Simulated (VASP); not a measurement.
# CuO (P6_3mc) in VASP: a series of runs

The runs below take CuO through single point, with PBE.

All numbers are computed with VASP 6.6.1; they aren't measurements. Logs are shortened: lines on timing, memory, paths and dates and some standing lists are left out, and cuts for length are marked.

## (1) The cell of the first run

Symmetry: P6_3mc, No. 186, hexagonal system. The conventional cell has a = 3.288 Å, b = 3.288 Å, c = 5.385 Å, α = 90.00°, β = 90.00°, γ = 120.00°. Cu (site symmetry 3m) has 4 O at 2.01 to 2.02 Å within 2.7 Å. Within 2.7 Å of O (site symmetry 3m) lie 4 Cu at 2.01 to 2.02 Å.

## (2) Single point, PBE

Input file INCAR:

```
SYSTEM = CuO
  PREC = Accurate
  ENCUT = 520
  EDIFF = 1E-6
  ISMEAR = -1
  SIGMA = 0.05
  LREAL = .False.
  LASPH = .True.
  NELM = 80
  ALGO = Normal
  ISIF = 2
  LWAVE = .False.
  LCHARG = .False.
  GGA = PE
  NBANDS = 25
```

Input file KPOINTS:

```
Automatic mesh
0
Gamma
  9 9 5
  0 0 0
```

Input file POSCAR:

```
CuO
1.0
    3.2880244300      0.0000000000      0.0000000000
   -1.6440122100      2.8475126800      0.0000000000
    0.0000000000      0.0000000000      5.3850248600
Cu O
2 2
Direct
    0.6666666667      0.3333333333      0.0000000000
    0.3333333333      0.6666666667      0.5000000000
    0.6666666667      0.3333333333      0.6252000000
    0.3333333333      0.6666666667      0.1252000000
```

Potentials or basis: VASP PAW PBE potentials, release 64 (Cu, O).

Command:

```sh
$ cat potpaw_PBE.64/Cu/POTCAR potpaw_PBE.64/O/POTCAR > POTCAR
$ mpirun -np 1 vasp_std > vasp.out
```

OUTCAR:

```text
SYSTEM = CuO
   PREC = Accurate
   ENCUT = 520
   EDIFF = 1E-6
   ISMEAR = -1
   LREAL = .False.
   LASPH = .True.
   NELM = 80
   ISIF = 2
   GGA = PE

 ion  position               nearest neighbor table
   1  0.667  0.333  0.000-   4 2.01   4 2.01   4 2.01   3 2.02
   2  0.333  0.667  0.500-   3 2.01   3 2.01   3 2.01   4 2.02
   3  0.667  0.333  0.625-   2 2.01   2 2.01   2 2.01   1 2.02
   4  0.333  0.667  0.125-   1 2.01   1 2.01   1 2.01   2 2.02

  LATTYP: Found a hexagonal cell.
 ALAT       =     3.2880244300
 C/A-ratio  =     1.6377691148

  Lattice vectors:

 A1 = (   3.2880244300,   0.0000000000,   0.0000000000)
 A2 = (  -1.6440122100,   2.8475126800,   0.0000000000)
 A3 = (   0.0000000000,   0.0000000000,   5.3850248600)

Analysis of symmetry for initial positions (statically):
=====================================================================
 Subroutine PRICEL returns:
 Original cell was already a primitive cell.

 Routine SETGRP: Setting up the symmetry group for a
 hexagonal supercell.

 Subroutine GETGRP returns: Found 12 space group operations
 (whereof  6 operations were pure point group operations)
 out of a pool of 24 trial point group operations.

The static configuration has the point symmetry C_3v.
 The point group associated with its full space group is C_6v.

Analysis of symmetry for dynamics (positions and initial velocities):
=====================================================================
 Subroutine PRICEL returns:
 Original cell was already a primitive cell.

 Routine SETGRP: Setting up the symmetry group for a
 hexagonal supercell.

 Subroutine GETGRP returns: Found 12 space group operations
 (whereof  6 operations were pure point group operations)
 out of a pool of 24 trial point group operations.

The dynamic configuration has the point symmetry C_3v.
 The point group associated with its full space group is C_6v.

 Subroutine INISYM returns: Found 12 space group operations
 (whereof  6 operations are pure point group operations),
 and found     1 'primitive' translations

----------------------------------------------------------------------------------------

                                     Primitive cell

  volume of cell :      50.4183

  direct lattice vectors                    reciprocal lattice vectors
     3.288024430  0.000000000  0.000000000     0.304133993  0.175591843  0.000000000
    -1.644012210  2.847512680  0.000000000     0.000000000  0.351183686  0.000000000
     0.000000000  0.000000000  5.385024860     0.000000000  0.000000000  0.185700164

  length of vectors
     3.288024430  3.288024423  5.385024860     0.351183686  0.351183686  0.185700164

  position of ions in fractional coordinates (direct lattice)
     0.666666667  0.333333333  0.000000000
     0.333333333  0.666666667  0.500000000
     0.666666667  0.333333333  0.625200000
     0.333333333  0.666666667  0.125200000

  ion indices of the primitive-cell ions
   primitive index   ion index
                 1           1
                 2           2
                 3           3
                 4           4

----------------------------------------------------------------------------------------

 KPOINTS: Automatic mesh

Automatic generation of k-mesh.
 Grid dimensions read from file:
 generate k-points for:    9    9    5

 Generating k-lattice:

  Cartesian coordinates                     Fractional coordinates (reciprocal lattice)
     0.033792666  0.019510205  0.000000000     0.111111111 -0.000000000  0.000000000
     0.000000000  0.039020410  0.000000000     0.000000000  0.111111111  0.000000000
     0.000000000  0.000000000  0.037140033     0.000000000  0.000000000  0.200000000

  Length of vectors
     0.039020410  0.039020410  0.037140033

  Shift w.r.t. Gamma in fractional coordinates (k-lattice)
     0.000000000  0.000000000  0.000000000

 Subroutine IBZKPT returns following result:
 ===========================================

 Found     36 irreducible k-points:

 Following reciprocal coordinates:
            Coordinates               Weight
  0.000000  0.000000  0.000000      1.000000
  0.111111  0.000000  0.000000      6.000000
  0.222222  0.000000  0.000000      6.000000
  0.333333  0.000000  0.000000      6.000000
  0.444444  0.000000  0.000000      6.000000
  0.111111  0.111111  0.000000      6.000000
[... 16 lines left out ...]
  0.333333  0.222222  0.200000     24.000000
  0.333333  0.333333  0.200000      4.000000
 [... further k-points ...]
   k-points           NKPTS =     36   k-points in BZ     NKDIM =     36   number of bands    NBANDS=     25
   number of dos      NEDOS =    301   number of ions     NIONS =      4
   total plane-waves  NPLWV =  23040
   dimension x,y,z NGX =    24 NGY =   24 NGZ =   40
   dimension x,y,z NGXF=    48 NGYF=   48 NGZF=   80
   ions per type =               2   2
   NGX,Y,Z   is equivalent  to a cutoff of  12.13, 12.13, 12.35 a.u.
   NGXF,Y,Z  is equivalent  to a cutoff of  24.27, 24.27, 24.70 a.u.
 SYSTEM =  CuO
   PREC   = accura    normal or accurate (medium, high low for compatibility)
   ISTART =      0    job   : 0-new  1-cont  2-samecut
   ICHARG =      2    charge: 1-file 2-atom 10-const
   ISPIN  =      1    spin polarized calculation?
   LNONCOLLINEAR =      F non collinear calculations
   LSORBIT =      F    spin-orbit coupling
   LASPH  =      T    aspherical Exc in radial PAW
   ENCUT  =  520.0 eV  38.22 Ry    6.18 a.u.   6.11  6.11 10.01*2*pi/ulx,y,z
   NELM   =     80;   NELMIN=  2; NELMDL= -5     # of ELM steps
   EDIFF  = 0.1E-05   stopping-criterion for ELM
   LREAL  =      F    real-space projection
   EDIFFG = 0.1E-04   stopping-criterion for IOM
   NSW    =      0    number of steps for IOM
   IBRION =     -1    ionic relax: 0-MD 1-quasi-New 2-CG
   NFREE  =      0    steps in history (QN), initial steepest desc. (CG)
   ISIF   =      2    stress and relaxation
   ISYM   =      2    0-nonsym 1-usesym 2-fastsym
   POTIM  = 0.5000    time-step for ionic-motion
   TEBEG  =    0.0;   TEEND  =   0.0 temperature during run
   PSTRESS=    0.0 pullay stress
   NELECT =      34.0000    total number of electrons
   NUPDOWN=      -1.0000    fix difference up-down
   EMIN   =  10.00;   EMAX   =-10.00  energy-range for DOS
   EFERMI =   0.00;   METHOD = LEGACY
   ISMEAR =    -1;   SIGMA  =   0.05  broadening in eV -4-tet -1-fermi 0-gaus
   EFERMI_NEDOS =   21; number of points for ismear=-14 and -15
   IALGO  =     38    algorithm
   IMIX   =      4    mixing-type and parameters
     AMIX     =   0.40;   BMIX     =  1.00
     AMIX_MAG =   1.60;   BMIX_MAG =  1.00
  volume/ion in A,a.u.               =      12.60        85.06
  Fermi-wavevector in a.u.,A,eV,Ry     =   1.435616  2.712921 28.041522  2.060994
  Thomas-Fermi vector in A             =   2.554895
   LORBIT       =      0    0 simple, 1 ext, 2 COOP (PROOUT), +10 PAW based schemes
   GGA     = PE    functional components
   LHFCALC =     F    Hartree Fock is set to
   AEXX    =    0.0000 exact exchange contribution
   IVDW    =     0    specifies the selected vdW correction
   LEPSILON=     F    determine dielectric tensor
   LRPA    =     F    only Hartree local field effects (RPA)
 non-spin polarized calculation
  energy-cutoff  :      520.00
  volume of cell :       50.42
 maximum number of plane-waves:      1371
   NGX = 13   NGY = 13   NGZ = 21

 number of electron      34.0000003 magnetization

 Free energy of the ion-electron system (eV)
  ---------------------------------------------------
  ext. energy  EPLUGINS =         0.00000000
  ---------------------------------------------------
  free energy    TOTEN  =       -18.98874225 eV

  energy without entropy =      -18.93808840  energy(sigma->0) =      -18.96341533

 E-fermi :   3.0731     XC(G=0): -10.5670

 val. band max:        3.0583325153   @ k =   0.1111   0.0000   0.2000
 cond. band min:       3.0741240961   @ k =   0.3333   0.1111   0.2000
 fundamental gap:      0.0157915808
 Fermi energy:         3.0730742904

 k-point     1 :       0.0000    0.0000    0.0000
  band No.  band energies     occupation
      1     -15.1950      2.00000
      2     -14.6505      2.00000
      3      -2.2898      2.00000
      4      -1.2389      2.00000
      5      -1.2389      2.00000
      6      -1.2246      2.00000
[... 17 lines left out ...]
     24      17.1485      0.00000
     25      17.6598      0.00000

 k-point     2 :       0.1111    0.0000    0.0000
  band No.  band energies     occupation
      1     -15.1409      2.00000
      2     -14.6254      2.00000
      3      -2.1800      2.00000
      4      -1.3998      2.00000
      5      -1.2084      2.00000
      6      -1.1937      2.00000
[... 17 lines left out ...]
     24      16.7716      0.00000
     25      17.4328      0.00000

 k-point     3 :       0.2222    0.0000    0.0000
  band No.  band energies     occupation
      1     -14.9974      2.00000
      2     -14.5655      2.00000
      3      -1.9282      2.00000
      4      -1.6838      2.00000
      5      -1.3537      2.00000
      6      -1.1335      2.00000
[... 17 lines left out ...]
     24      16.6848      0.00000
     25      16.8029      0.00000

 k-point     4 :       0.3333    0.0000    0.0000
  band No.  band energies     occupation
      1     -14.8173      2.00000
      2     -14.5081      2.00000
      3      -2.0497      2.00000
      4      -1.6572      2.00000
      5      -1.4355      2.00000
      6      -1.0575      2.00000
[... 17 lines left out ...]
     24      15.6206      0.00000
     25      16.7801      0.00000

 k-point     5 :       0.4444    0.0000    0.0000
  band No.  band energies     occupation
      1     -14.6780      2.00000
      2     -14.4889      2.00000
      3      -2.1326      2.00000
      4      -1.8959      2.00000
      5      -1.2047      2.00000
      6      -1.0162      2.00000
[... 17 lines left out ...]
     24      15.3261      0.00000
     25      16.6213      0.00000

 k-point     6 :       0.1111    0.1111    0.0000
  band No.  band energies     occupation
      1     -15.0421      2.00000
      2     -14.5830      2.00000
      3      -1.9808      2.00000
      4      -1.6310      2.00000
      5      -1.2550      2.00000
      6      -1.1567      2.00000
[... 17 lines left out ...]
     24      16.7179      0.00000
     25      16.9046      0.00000
[... 393 lines left out ...]
 k-point    21 :       0.4444    0.1111    0.2000
  band No.  band energies     occupation
      1     -14.6204      2.00000
      2     -14.5016      2.00000
      3      -2.1356      2.00000
      4      -2.0016      2.00000
      5      -1.1214      2.00000
      6      -1.0919      2.00000
[... 17 lines left out ...]
     24      15.2949      0.00000
     25      15.9743      0.00000

 k-point    22 :       0.2222    0.2222    0.2000
  band No.  band energies     occupation
      1     -14.7066      2.00000
      2     -14.5119      2.00000
      3      -1.9985      2.00000
      4      -1.8532      2.00000
      5      -1.2610      2.00000
      6      -1.1457      2.00000
[... 17 lines left out ...]
     24      14.4649      0.00000
     25      15.0877      0.00000

 k-point    23 :       0.3333    0.2222    0.2000
  band No.  band energies     occupation
      1     -14.5963      2.00000
      2     -14.5004      2.00000
      3      -1.9091      2.00000
      4      -1.8061      2.00000
      5      -1.3010      2.00000
      6      -1.2256      2.00000
[... 17 lines left out ...]
     24      14.0585      0.00000
     25      15.8482      0.00000

 k-point    24 :       0.3333    0.3333    0.2000
  band No.  band energies     occupation
      1     -14.5275      2.00000
      2     -14.5275      2.00000
      3      -1.6056      2.00000
      4      -1.6056      2.00000
      5      -1.5038      2.00000
      6      -1.4771      2.00000
[... 17 lines left out ...]
     24      13.1864      0.00000
     25      16.4004      0.00000

 [... further k-points ...]
[... 5 lines left out ...]
  --------------------------------------------------------------------------------------
  -------------------------------------------------------------------------------------
  Total       -2.8826629     -2.8826629     -2.4623210     -0.0000000     -0.0000000      0.0000000
  in kB      -91.6043346    -91.6043343    -78.2468453     -0.0000002     -0.0000000      0.0000000
  external PRESSURE =     -87.1518381 kB  Pullay stress =       0.0000000 kB

 VOLUME and BASIS-vectors are now :
 -----------------------------------------------------------------------------
  energy-cutoff  :      520.00
  volume of cell :       50.42
      direct lattice vectors                 reciprocal lattice vectors
     3.288024430  0.000000000  0.000000000     0.304133993  0.175591843  0.000000000
    -1.644012210  2.847512680  0.000000000     0.000000000  0.351183686  0.000000000
     0.000000000  0.000000000  5.385024860     0.000000000  0.000000000  0.185700164

 POSITION                                       TOTAL-FORCE (eV/Angst)
 -----------------------------------------------------------------------------------
      1.64401      0.94917      0.00000         0.000000      0.000000     -0.072585
      0.00000      1.89834      2.69251        -0.000000      0.000000     -0.072585
      1.64401      0.94917      3.36672         0.000000      0.000000      0.072585
      0.00000      1.89834      0.67421        -0.000000      0.000000      0.072585
 -----------------------------------------------------------------------------------
    total drift:                               -0.000000     -0.000000     -0.000474

  FREE ENERGIE OF THE ION-ELECTRON SYSTEM (eV)
  ---------------------------------------------------
  free  energy   TOTEN  =       -18.9887422528 eV

  energy  without entropy=      -18.9380883981  energy(sigma->0) =      -18.96341533
```

It took 21 s on 1 thread of Intel Xeon 6975P-C (Granite Rapids), shared host; peak memory 0.17 GiB.

What came out:

```yaml
Free_energy: -18.9887 eV
Pressure: -8.7 GPa
Largest_force: 0.073 eV/Å
Band_gap_on_the_k_mesh: zero (band 17 reaches 3.81 eV, above the bottom of band 18 at 2.48 eV)
```

Forces on the atoms (eV/Å):
```
Cu   0.000  0.000 -0.073
Cu   0.000  0.000 -0.073
O    0.000  0.000  0.073
O    0.000  0.000  0.073
```

Caveat: semilocal functionals often make such compounds metallic where correlation or magnetic order opens a gap, which also shifts bond lengths. With open d or f shells a metallic result of PBE can be an artefact of self-interaction; +U or a hybrid may open a gap.

## (3) Single point, PBE

This run uses another cell than the first one, of 12.86 Å³/atom, 1.020 times its volume.

Input file INCAR:

```
PREC = Accurate
ENCUT = 520
EDIFF = 1E-6
ISMEAR = -1
SIGMA = 0.05
LREAL = F
LASPH = T
NELM = 100
ALGO = Normal
ISIF = 2
LWAVE = F
LCHARG = F
GGA = PE
NBANDS = 25
```

Input file KPOINTS:

```
regular mesh
0
Gamma
  9 9 5
```

Input file POSCAR:

```
CuO
1.0
    3.3098000608      0.0000000000      0.0000000000
   -1.6549000254      2.8663709294      0.0000000000
    0.0000000000      0.0000000000      5.4206883156
Cu O
2 2
Direct
    0.6666666667      0.3333333333      0.0000000000
    0.3333333333      0.6666666667      0.5000000000
    0.6666666667      0.3333333333      0.6252000000
    0.3333333333      0.6666666667      0.1252000000
```

Potentials or basis: VASP PAW PBE potentials, release 64 (Cu, O).

Command:

```sh
$ cat potpaw_PBE.64/Cu/POTCAR potpaw_PBE.64/O/POTCAR > POTCAR
$ mpirun -np 1 vasp_std > vasp.out
```

Run time: 38 s. Hardware: 1 thread of Intel Xeon 6975P-C (Granite Rapids), shared host; peak memory 0.19 GiB.

The run converged. Its results:

```
Free energy            : -18.9296 eV
Pressure               : -10.5 GPa
Largest force          : 0.065 eV/Å
Band gap on the k mesh : zero (band 17 reaches 3.59 eV, above the bottom of band 18 at 2.29 eV)
```

Forces on the atoms (eV/Å):
```
Cu   0.000  0.000 -0.065
Cu   0.000  0.000 -0.065
O    0.000  0.000  0.065
O    0.000  0.000  0.065
```

Stress tensor (GPa, compression positive):
```
-10.86   0.00   0.00
  0.00 -10.86   0.00
  0.00   0.00  -9.68
```

Levels at points of the mesh, in eV from the Fermi level:
| k point | band 15 | band 16 | band 17 | band 18 | band 19 | band 20 |
| --- | --- | --- | --- | --- | --- | --- |
| (0.00, 0.00, 0.00) | 0.03 | 0.62 | 0.72 | 0.72 | 0.95 | 5.60 |

Caveat: semilocal functionals often make such compounds metallic where correlation or magnetic order opens a gap, which also shifts bond lengths. With open d or f shells a metallic result of PBE can be an artefact of self-interaction; +U or a hybrid may open a gap.
